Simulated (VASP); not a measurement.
Wanted: the native input for a VASP 6.6.1 run.

```
Task                               : single point
Functional                         : HSE06
Potentials or basis                : VASP PAW PBE potentials, release 64 (Si, C)
Cutoff                             : 520 eV
k mesh                             : 6 × 6 × 6
Occupations                        : gaussian, width 0.01 eV
Spin                               : no spin polarisation
Dipole correction                  : no
Grid for exact exchange (PRECFOCK) : Normal
Further INCAR settings             : ALGO = Normal; EDIFF = 1e-06; NBANDS = 11
Share of exact exchange            : 0.25
Screening parameter                : 0.2079 1/Å
```

Crystal: SiC.

```
CELL_PARAMETERS angstrom
0.00000 2.17805 2.17805
2.17805 0.00000 2.17805
2.17805 2.17805 0.00000
ATOMIC_POSITIONS crystal
Si 0.25000 0.25000 0.25000
C 0.00000 0.00000 0.00000
```

These files were run (other wordings do the same):

POSCAR

```
SiC
1.0
    0.0000000000      2.1780497569      2.1780497569
    2.1780497569      0.0000000000      2.1780497569
    2.1780497569      2.1780497569      0.0000000000
Si C
1 1
Direct
    0.2500000000      0.2500000000      0.2500000000
    0.0000000000      0.0000000000      0.0000000000
```

INCAR.step1

```
SYSTEM = SiC
PREC = Accurate
ENCUT = 520
EDIFF = 1E-5
ISMEAR = 0
SIGMA = 0.01
LREAL = .FALSE.
LASPH = .TRUE.
NELM = 60
ALGO = Normal
ISIF = 2
LWAVE = .TRUE.
GGA = PE
NBANDS = 11
```

INCAR.step2

```
SYSTEM = SiC
PREC = Accurate
ENCUT = 520
EDIFF = 1E-6
ISMEAR = 0
SIGMA = 0.01
LREAL = .FALSE.
LASPH = .TRUE.
NELM = 60
ALGO = Normal
ISIF = 2
LWAVE = .FALSE.
LCHARG = .TRUE.
GGA = PE
LHFCALC = .TRUE.
HFSCREEN = 0.2079
PRECFOCK = Normal
LELF = .TRUE.
LVHAR = .TRUE.
ISTART = 1
NBANDS = 11
```

KPOINTS

```
regular mesh
0
G
  6 6 6
  0 0 0
```

Potentials or basis: VASP PAW PBE potentials, release 64 (Si, C).

Command:

```sh
$ cat potpaw_PBE.64/Si/POTCAR potpaw_PBE.64/C/POTCAR > POTCAR
$ cp INCAR.step1 INCAR
$ mpirun -np 1 vasp_std > vasp.out
$ cp INCAR.step2 INCAR
$ mpirun -np 1 vasp_std > vasp.out
```

Results of the run:

```json
{"Pressure": "-1.5 GPa", "Band gap on the k mesh": "2.23 eV (least direct gap 5.73 eV)"}
```

Caveat: the PAW data sets were made with another functional, which shifts forces and pressure a little.

Run time: 6.7 min on 1 thread of AMD EPYC 7R43 64-Core Processor (Zen 3) (shared host), peak memory 0.21 GiB.
